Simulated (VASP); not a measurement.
# CO4 in VASP: further runs

Runs on CO4. Level: PBE+D3(BJ). Tasks: single point.

Everything below comes from runs of VASP 6.6.1. Logs are shortened: lines on timing, memory, paths and dates and some standing lists are left out, and cuts for length are marked.

### Step 1. The cell of the first run

The cell holds an amorphous packing of atoms, 15 atoms: a = 7.198 Å, b = 7.198 Å, c = 7.198 Å, α = 90.00°, β = 90.00°, γ = 90.00°.

### Step 2. Single point, PBE+D3(BJ), collinear spin

The input, INCAR:

```
ALGO = Normal
EDIFF = 1E-6
ENCUT = 520
GGA = PE
ISIF = 2
ISMEAR = -1
ISPIN = 2
IVDW = 12
LASPH = True
LCHARG = False
LORBIT = 11
LREAL = Auto
LWAVE = False
MAGMOM = 1 1 1 1 1 1 0 0 0 0 0 0 0 0 0
NBANDS = 59
NELM = 150
PREC = Accurate
SIGMA = 0.02
```

The input, KPOINTS:

```
k-points
0
Gamma
  1 1 1
```

The input, POSCAR:

```
CO4
1.0
    7.1977620000      0.0000000000      0.0000000000
    0.0000000000      7.1977620000      0.0000000000
    0.0000000000      0.0000000000      7.1977620000
O C
12 3
Direct
    0.3518493973      0.5648165834      0.4847259616
    0.3426021115      0.5001125844      0.3283449733
   -0.1140309381      0.7257911337      0.5983715247
   -0.1101095871      0.6518093989      0.4459720357
    0.6592925013      0.0776683432      0.3370336931
    0.6926472297      0.2138051924      0.2423297405
    0.8727328186      0.0910472575      0.8714592455
    0.6831187793      0.3089540738      0.7219585981
    0.4934021268      0.6593991406      0.9463882294
    0.2236871275      0.4860751661      0.8910739322
    0.1520136088      0.1318253286      0.5366838647
    0.3306116643      0.0397299698      0.7933311620
    0.7779415925      0.1999241147      0.7968572238
    0.3587330110      0.5727161754      0.9189867805
    0.2410422565      0.0860297375      0.6653335350
```

Potentials or basis: VASP PAW PBE potentials, release 64 (O, C).

On the command line:

```
$ cat potpaw_PBE.64/O/POTCAR potpaw_PBE.64/C/POTCAR > POTCAR
$ mpirun -np 1 vasp_gam > vasp.out
```

OUTCAR:

```text
EDIFF = 1E-6
   ENCUT = 520
   GGA = PE
   ISIF = 2
   ISMEAR = -1
   ISPIN = 2
   IVDW = 12
   LASPH = True
   LORBIT = 11
   LREAL = Auto
   NELM = 150
   PREC = Accurate
 IVDW          = 12

 ion  position               nearest neighbor table
   1  0.352  0.565  0.485-   2 1.22
   2  0.343  0.500  0.328-   1 1.22
   3  0.886  0.726  0.598-   4 1.22
   4  0.890  0.652  0.446-   3 1.22
   5  0.659  0.078  0.337-   6 1.22
   6  0.693  0.214  0.242-   5 1.22
   7  0.873  0.091  0.871-  13 1.17
   8  0.683  0.309  0.722-  13 1.17
   9  0.493  0.659  0.946-  14 1.17
  10  0.224  0.486  0.891-  14 1.17
  11  0.152  0.132  0.537-  15 1.17
  12  0.331  0.040  0.793-  15 1.17
  13  0.778  0.200  0.797-   7 1.17   8 1.17
  14  0.359  0.573  0.919-   9 1.17  10 1.17
  15  0.241  0.086  0.665-  12 1.17  11 1.17

  LATTYP: Found a simple cubic cell.
 ALAT       =     7.1977620000

  Lattice vectors:

 A1 = (   7.1977620000,   0.0000000000,   0.0000000000)
 A2 = (   0.0000000000,   7.1977620000,   0.0000000000)
 A3 = (   0.0000000000,   0.0000000000,   7.1977620000)

Analysis of symmetry for initial positions (statically):
=====================================================================
 Subroutine PRICEL returns:
 Original cell was already a primitive cell.

 Routine SETGRP: Setting up the symmetry group for a
 simple cubic supercell.

 Subroutine GETGRP returns: Found  1 space group operations
 (whereof  1 operations were pure point group operations)
 out of a pool of 48 trial point group operations.

The static configuration has the point symmetry C_1 .

Analysis of symmetry for dynamics (positions and initial velocities):
=====================================================================
 Subroutine PRICEL returns:
 Original cell was already a primitive cell.

 Routine SETGRP: Setting up the symmetry group for a
 simple cubic supercell.

 Subroutine GETGRP returns: Found  1 space group operations
 (whereof  1 operations were pure point group operations)
 out of a pool of 48 trial point group operations.

The dynamic configuration has the point symmetry C_1 .

Analysis of structural, dynamic, and magnetic symmetry:
[... 174 lines left out ...]
      3     -29.8128      1.00000
      4     -26.2922      1.00000
      5     -26.2106      1.00000
      6     -26.1648      1.00000
[... 46 lines left out ...]
     53       3.4516      0.00000
     54       3.5659      0.00000
 Fermi energy:        -3.3574704492

 spin component 2

 k-point     1 :       0.0000    0.0000    0.0000
  band No.  band energies     occupation
      1     -28.8510      1.00000
      2     -28.7703      1.00000
      3     -28.6091      1.00000
      4     -26.2904      1.00000
      5     -26.2095      1.00000
      6     -26.1613      1.00000
[... 46 lines left out ...]
     53       3.5836      0.00000
     54       3.6524      0.00000
 [bands above 54 left out]

------------------------ aborting loop because EDIFF is reached ----------------------------------------

 Edisp (eV)   -0.53085

 E8    (eV) :    -0.1290

  FORCE on cell =-STRESS in cart. coord.  units (eV):
  Direction    XX          YY          ZZ          XY          YZ          ZX
  --------------------------------------------------------------------------------------
  -------------------------------------------------------------------------------------
  Total       0.81651     1.54352     2.52895     0.01998    -0.24172     0.61388
  in kB       3.50816     6.63180    10.86570     0.08586    -1.03856     2.63755
  external pressure =        7.00 kB  Pullay stress =        0.00 kB

 VOLUME and BASIS-vectors are now :
 -----------------------------------------------------------------------------
  energy-cutoff  :      520.00
  volume of cell :      372.90
      direct lattice vectors                 reciprocal lattice vectors
     7.197762000  0.000000000  0.000000000     0.138932074  0.000000000  0.000000000
     0.000000000  7.197762000  0.000000000     0.000000000  0.138932074  0.000000000
     0.000000000  0.000000000  7.197762000     0.000000000  0.000000000  0.138932074

 POSITION                                       TOTAL-FORCE (eV/Angst)
 -----------------------------------------------------------------------------------
      2.53253      4.06542      3.48894         0.064876      0.367876      0.863868
      2.46597      3.59969      2.36335        -0.062149     -0.351688     -0.853918
      6.37699      5.22407      4.30694        -0.021893      0.454451      0.914925
      6.40522      4.69157      3.21000         0.018047     -0.455157     -0.913453
      4.74543      0.55904      2.42589        -0.216543     -0.893856      0.634300
      4.98551      1.53892      1.74423         0.207402      0.896481     -0.612243
      6.28172      0.65534      6.27256         0.343717     -0.407680      0.279340
      4.91693      2.22378      5.19649        -0.326872      0.346637     -0.238863
      3.55139      4.74620      6.81188         0.473837      0.295286      0.109338
      1.61005      3.49865      6.41374        -0.463694     -0.313094     -0.100509
      1.09416      0.94885      3.86292        -0.187963      0.119215     -0.283014
      2.37966      0.28597      5.71021         0.179051     -0.108209      0.213838
      5.59944      1.43901      5.73559        -0.047594      0.060150     -0.042532
      2.58207      4.12227      6.61465         0.015958      0.000112     -0.020368
      1.73496      0.61922      4.78891         0.023819     -0.010524      0.049291
 -----------------------------------------------------------------------------------
    total drift:                               -0.010549      0.008012     -0.003610

  FREE ENERGIE OF THE ION-ELECTRON SYSTEM (eV)
  ---------------------------------------------------
  free  energy   TOTEN  =       -99.2558875837 eV

  energy  without entropy=      -99.2558875837  energy(sigma->0) =      -99.25588758

 total charge

# of ion       s       p       d       tot
------------------------------------------
    1        1.611   3.298   0.000   4.908
    2        1.612   3.295   0.000   4.906
    3        1.612   3.296   0.000   4.907
    4        1.611   3.296   0.000   4.907
    5        1.611   3.300   0.000   4.911
    6        1.611   3.299   0.000   4.910
    7        1.605   3.545   0.000   5.150
    8        1.604   3.546   0.000   5.149
    9        1.606   3.539   0.000   5.145
   10        1.603   3.545   0.000   5.148
   11        1.604   3.540   0.000   5.144
   12        1.604   3.540   0.000   5.144
   13        0.937   1.815   0.000   2.752
   14        0.937   1.815   0.000   2.752
   15        0.935   1.808   0.000   2.743
--------------------------------------------------
tot         22.101  46.477   0.000  68.578

 magnetization (x)

# of ion       s       p       d       tot
------------------------------------------
    1        0.010   0.795   0.000   0.805
    2        0.010   0.800   0.000   0.811
    3        0.010   0.797   0.000   0.808
    4        0.010   0.799   0.000   0.809
    5        0.010   0.794   0.000   0.804
    6        0.010   0.799   0.000   0.809
    7        0.000   0.002   0.000   0.002
    8        0.000   0.000   0.000   0.001
    9        0.000   0.004   0.000   0.004
   10        0.000   0.001   0.000   0.002
   11        0.000   0.001   0.000   0.001
   12        0.000   0.000   0.000   0.000
   13        0.000   0.000   0.000   0.000
   14       -0.000  -0.000   0.000  -0.000
   15        0.000   0.000   0.000   0.000
--------------------------------------------------
tot          0.062   4.792   0.000   4.854
```

OSZICAR:

```text
N       E                     dE             d eps       ncg     rms          rms(c)
DAV:   1     0.755071018907E+03    0.75507E+03   -0.46113E+04   252   0.129E+03
DAV:   2    -0.224589504881E+02   -0.77753E+03   -0.75256E+03   312   0.316E+02
DAV:   3    -0.102220983455E+03   -0.79762E+02   -0.76245E+02   280   0.107E+02
DAV:   4    -0.103605113951E+03   -0.13841E+01   -0.13782E+01   280   0.155E+01
DAV:   5    -0.103628423959E+03   -0.23310E-01   -0.23295E-01   304   0.193E+00    0.200E+01
DAV:   6    -0.990207438407E+02    0.46077E+01   -0.17036E+01   264   0.187E+01    0.922E+00
DAV:   7    -0.988449136416E+02    0.17583E+00   -0.14814E+00   272   0.592E+00    0.502E+00
DAV:   8    -0.986877782215E+02    0.15714E+00   -0.66304E-01   288   0.365E+00    0.195E+00
DAV:   9    -0.987278689779E+02   -0.40091E-01   -0.66604E-02   264   0.146E+00    0.667E-01
DAV:  10    -0.987246232398E+02    0.32457E-02   -0.16032E-02   280   0.644E-01    0.253E-01
DAV:  11    -0.987251868938E+02   -0.56365E-03   -0.25782E-03   248   0.284E-01    0.101E-01
DAV:  12    -0.987251674913E+02    0.19402E-04   -0.40608E-04   264   0.112E-01    0.447E-02
DAV:  13    -0.987250781222E+02    0.89369E-04   -0.14576E-04   272   0.738E-02    0.272E-02
DAV:  14    -0.987250477294E+02    0.30393E-04   -0.52931E-05   296   0.448E-02    0.123E-02
DAV:  15    -0.987250406192E+02    0.71102E-05   -0.14879E-05   288   0.204E-02    0.881E-03
DAV:  16    -0.987250375204E+02    0.30988E-05   -0.39097E-06   240   0.120E-02    0.550E-03
DAV:  17    -0.987250361975E+02    0.13230E-05   -0.20928E-06   216   0.935E-03    0.239E-03
DAV:  18    -0.987250360960E+02    0.10151E-06   -0.71149E-07   168   0.501E-03
   1 F= -.99255888E+02 E0= -.99255888E+02  d E =-.347248E-11  mag=     6.0000
```

stdout:

```text
POSCAR found type information on POSCAR O C
 POSCAR found :  2 types and      15 ions
 scaLAPACK will be used
 LDA part: xc-table for (Slater+PW92), standard interpolation
 POSCAR, INCAR and KPOINTS ok, starting setup
 FFT: planning ... GRIDC
 FFT: planning ... GRID_SOFT
 FFT: planning ... GRID
 WAVECAR not read
 entering main loop
```

It took 67 s on 1 thread of Intel Xeon Platinum 8375C at 2.90GHz (Ice Lake), shared host; peak memory 0.47 GiB.

What came out:

| Property | Result |
| --- | --- |
| Free energy | -99.2559 eV |
| Pressure | 0.7 GPa |
| Largest force | 1.117 eV/Å |
| Band gap on the k mesh | 1.98 eV |
| Net moment | 6.00 μB per cell |
| Site moments | O +0.81, +0.80, +0.00; C +0.00, -0.00 μB |
| Valence electrons inside the program's atomic spheres | O 4.91, 5.15, 5.14; C 2.75, 2.74 |
| Dispersion energy per atom | -0.035 eV |

Forces on the atoms (eV/Å):
```
O    0.065  0.368  0.864
O   -0.062 -0.352 -0.854
O   -0.022  0.454  0.915
O    0.018 -0.455 -0.913
O   -0.217 -0.894  0.634
O    0.207  0.896 -0.612
O    0.344 -0.408  0.279
O   -0.327  0.347 -0.239
O    0.474  0.295  0.109
O   -0.464 -0.313 -0.101
O   -0.188  0.119 -0.283
O    0.179 -0.108  0.214
C   -0.048  0.060 -0.043
C    0.016  0.000 -0.020
C    0.024 -0.011  0.049
```

Caveat: the k points lie up to 0.87 Å⁻¹ apart; the standard files for N, O and F lose accuracy on very short bonds.

### Step 3. Single point, PBE+D3(BJ), collinear spin

The input, INCAR:

```
PREC = Accurate ; ENCUT = 520
EDIFF = 1E-6 ; ISMEAR = -1
SIGMA = 0.02 ; LREAL = Auto
LASPH = True ; NELM = 150
ALGO = Normal ; ISIF = 2
LWAVE = False ; LCHARG = True
ISPIN = 2 ; MAGMOM = 0.56 0.56 0.56 0.56 0.55 0.56 0 0 0 0 0 0 0 0 0
LORBIT = 11 ; GGA = PE
IVDW = 12 ; LELF = True
LVHAR = True ; NBANDS = 59
```

The input, KPOINTS:

```
Automatic mesh
0
Gamma
  1 1 1
```

The input, POSCAR:

```
CO4
1.0
    7.1977620000      0.0000000000      0.0000000000
    0.0000000000      7.1977620000      0.0000000000
    0.0000000000      0.0000000000      7.1977620000
O C
12 3
Direct
    0.3971929052      0.5597156449      0.4981409499
    0.3377021913      0.5852513601      0.3356043170
   -0.1350558688      0.7463153130      0.5951155373
   -0.1393071902      0.6453811615      0.4547941430
    0.5865712148      0.0894305758      0.3430649694
    0.6849490161      0.1821260553      0.2392549240
    0.8622680216      0.0647284531      0.8928747575
    0.6753627030      0.2677498923      0.7127354308
    0.4215476977      0.6937712028      0.8823437063
    0.1974780494      0.4596150859      0.9317062720
    0.1663850514      0.1409604819      0.5492401666
    0.2946610349      0.0260914434      0.8319530432
    0.7723511836      0.1675104011      0.8049168617
    0.3130000686      0.5694964629      0.8964592050
    0.2302660188      0.0876939249      0.6938267756
```

Potentials or basis: VASP PAW PBE potentials, release 64 (O, C).

On the command line:

```
$ cat potpaw_PBE.64/O/POTCAR potpaw_PBE.64/C/POTCAR > POTCAR
$ mpirun -np 1 vasp_gam > vasp.out
```

OUTCAR:

```text
PREC = Accurate
   ENCUT = 520
   EDIFF = 1E-6
   ISMEAR = -1
   LREAL = Auto
   LASPH = True
   NELM = 150
   ISIF = 2
   ISPIN = 2
   LORBIT = 11
   GGA = PE
   IVDW = 12
 IVDW          = 12

 ion  position               nearest neighbor table
   1  0.397  0.560  0.498-   2 1.26
   2  0.338  0.585  0.336-   1 1.26
   3  0.865  0.746  0.595-   4 1.24
   4  0.861  0.645  0.455-   3 1.24
   5  0.587  0.089  0.343-   6 1.23
   6  0.685  0.182  0.239-   5 1.23
   7  0.862  0.065  0.893-  13 1.17
   8  0.675  0.268  0.713-  13 1.20
   9  0.422  0.694  0.882-  14 1.19
  10  0.197  0.460  0.932-  14 1.18
  11  0.166  0.141  0.549-  15 1.20
  12  0.295  0.026  0.832-  15 1.18
  13  0.772  0.168  0.805-   7 1.17   8 1.20
  14  0.313  0.569  0.896-  10 1.18   9 1.19
  15  0.230  0.088  0.694-  12 1.18  11 1.20

  LATTYP: Found a simple cubic cell.
 ALAT       =     7.1977620000

  Lattice vectors:

 A1 = (   7.1977620000,   0.0000000000,   0.0000000000)
 A2 = (   0.0000000000,   7.1977620000,   0.0000000000)
 A3 = (   0.0000000000,   0.0000000000,   7.1977620000)

[... 345 lines left out ...]
      6.19506      4.64530      3.27350         0.015589      0.463067      0.647674
      4.22200      0.64370      2.46930        -0.237864     -0.261248      0.223337
      4.93010      1.31090      1.72210         0.195561      0.263008     -0.196648
      6.20640      0.46590      6.42670         0.357156     -0.176905      0.209627
      4.86110      1.92720      5.13010         1.369739     -1.210059      1.339930
      3.03420      4.99360      6.35090        -0.627675     -1.627372     -0.240605
      1.42140      3.30820      6.70620        -0.055111     -0.480636     -0.489171
      1.19760      1.01460      3.95330         0.694896     -0.457860      1.832628
      2.12090      0.18780      5.98820        -0.416221      0.776008     -0.737544
      5.55920      1.20570      5.79360        -1.778228      1.416404     -1.553427
      2.25290      4.09910      6.45250         0.820301      1.796708      0.816434
      1.65740      0.63120      4.99400        -0.320653     -0.010113     -1.107794
 -----------------------------------------------------------------------------------
    total drift:                               -0.004827      0.007951     -0.003434

  FREE ENERGIE OF THE ION-ELECTRON SYSTEM (eV)
  ---------------------------------------------------
  free  energy   TOTEN  =       -98.9802378638 eV

  energy  without entropy=      -98.9802378638  energy(sigma->0) =      -98.98023786

 total charge

# of ion       s       p       d       tot
------------------------------------------
    1        1.612   3.241   0.000   4.853
    2        1.611   3.237   0.000   4.849
    3        1.611   3.262   0.000   4.873
    4        1.612   3.256   0.000   4.868
    5        1.611   3.285   0.000   4.897
    6        1.611   3.287   0.000   4.898
    7        1.607   3.537   0.000   5.144
    8        1.600   3.497   0.000   5.097
    9        1.605   3.504   0.000   5.109
   10        1.604   3.535   0.000   5.139
   11        1.601   3.498   0.000   5.099
   12        1.607   3.515   0.000   5.122
   13        0.923   1.774   0.000   2.697
   14        0.925   1.782   0.000   2.707
   15        0.918   1.759   0.000   2.677
--------------------------------------------------
tot         22.058  45.969   0.000  68.027

 magnetization (x)

# of ion       s       p       d       tot
------------------------------------------
    1        0.010   0.799   0.000   0.810
    2        0.010   0.807   0.000   0.818
    3        0.010   0.795   0.000   0.805
    4        0.010   0.809   0.000   0.819
    5        0.010   0.800   0.000   0.810
    6        0.010   0.796   0.000   0.806
    7        0.000   0.002   0.000   0.003
    8        0.000   0.001   0.000   0.001
    9        0.000   0.002   0.000   0.002
   10        0.000   0.003   0.000   0.003
   11        0.000   0.001   0.000   0.001
   12        0.000   0.000   0.000   0.000
   13        0.000   0.000   0.000   0.000
   14       -0.000  -0.000   0.000  -0.000
   15        0.000   0.000   0.000   0.000
--------------------------------------------------
tot          0.063   4.815   0.000   4.878
```

stdout:

```text
POSCAR found type information on POSCAR O C
 POSCAR found :  2 types and      15 ions
 scaLAPACK will be used
 LDA part: xc-table for (Slater+PW92), standard interpolation
 POSCAR, INCAR and KPOINTS ok, starting setup
 FFT: planning ... GRIDC
 FFT: planning ... GRID_SOFT
 FFT: planning ... GRID
 WAVECAR not read
 entering main loop
```

Wall time 73 s (1 thread of Intel Xeon Platinum 8375C at 2.90GHz (Ice Lake), shared host); peak memory 0.48 GiB.

Results:

| Item | Value |
| --- | --- |
| Free energy | -98.9802 eV |
| Pressure | -1.5 GPa |
| Largest force | 2.753 eV/Å |
| Band gap on the k mesh | 1.80 eV |
| Net moment | 6.00 μB per cell |
| Site moments | O +0.81, +0.82, +0.00; C +0.00, -0.00 μB |
| Valence electrons inside the program's atomic spheres | O 4.85, 4.87, 4.90, 5.14, 5.10, 5.11, 5.12; C 2.70, 2.71, 2.68 |
| Dispersion energy per atom | -0.035 eV |

Forces on the atoms (eV/Å):
```
O   -0.612  0.241 -1.675
O    0.602 -0.254  1.584
O   -0.007 -0.478 -0.654
O    0.016  0.463  0.648
O   -0.238 -0.261  0.223
O    0.196  0.263 -0.197
O    0.357 -0.177  0.210
O    1.370 -1.210  1.340
O   -0.628 -1.627 -0.241
O   -0.055 -0.481 -0.489
O    0.695 -0.458  1.833
O   -0.416  0.776 -0.738
C   -1.778  1.416 -1.553
C    0.820  1.797  0.816
C   -0.321 -0.010 -1.108
```

Stress tensor (GPa, compression positive):
```
-1.05  0.15 -1.12
 0.15 -0.93  0.63
-1.12  0.63 -2.60
```

Levels at points of the mesh, in eV from the valence-band top:
Spin up:
```
           k point  band 42  band 43  band 44  band 45  band 46  band 47  band 48  band 49
(0.00, 0.00, 0.00)    -0.23    -0.21    -0.03     0.00     4.91     5.84     5.92     6.06
```
Spin down:
```tsv
k point	band 37	band 38	band 39	band 40	band 41	band 42
(0.00, 0.00, 0.00)	-2.08	-2.01	-1.86	1.80	1.87	2.07
```

Caveat: the k points lie up to 0.87 Å⁻¹ apart; the standard files for N, O and F lose accuracy on very short bonds.

(Part 1 of 2 ends here.)
